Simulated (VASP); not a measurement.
Set up this calculation in VASP 6.6.1, as the native input.

- Task: single point
- Functional: PBE
- Potentials or basis: VASP PAW PBE potentials, release 64 (B, As)
- Cutoff: 500 eV
- k mesh: 6 × 6 × 6
- Occupations: gaussian, width 0.01 eV
- Spin: no spin polarisation
- Dipole correction: no
- Further INCAR settings: ALGO = Normal; EDIFF = 1e-06; NBANDS = 11

The structure of BAs lies in POSCAR:

```
BAs
1.0
    0.0000000000      2.3885000000      2.3885000000
    2.3885000000      0.0000000000      2.3885000000
    2.3885000000      2.3885000000      0.0000000000
B As
1 1
Direct
    0.0000000000      0.0000000000      0.0000000000
    0.2500000000      0.2500000000      0.2500000000
```

These files were run (other wordings do the same):

INCAR

```
SYSTEM = BAs
ALGO = Normal
EDIFF = 1E-6
ENCUT = 500
GGA = PE
GGA_COMPAT = .False.
ISIF = 2
ISMEAR = 0
LASPH = .True.
LCHARG = .True.
LELF = .True.
LREAL = .False.
LVHAR = .True.
LWAVE = .False.
NBANDS = 11
NELM = 120
PREC = Accurate
SIGMA = 0.01
```

KPOINTS

```
k-points
0
Gamma
  6 6 6
  0 0 0
```

Potentials or basis: VASP PAW PBE potentials, release 64 (B, As).

Run with:

```sh
$ cat potpaw_PBE.64/B/POTCAR potpaw_PBE.64/As/POTCAR > POTCAR
$ mpirun -np 1 vasp_std > vasp.out
```

Results of the run:

* Pressure: 3.5 GPa
* Band gap on the k mesh: 1.27 eV, indirect (least direct gap 3.27 eV)

It took 5.6 s on 1 thread of Intel Xeon 6975P-C, on a shared host, peak memory 0.15 GiB.
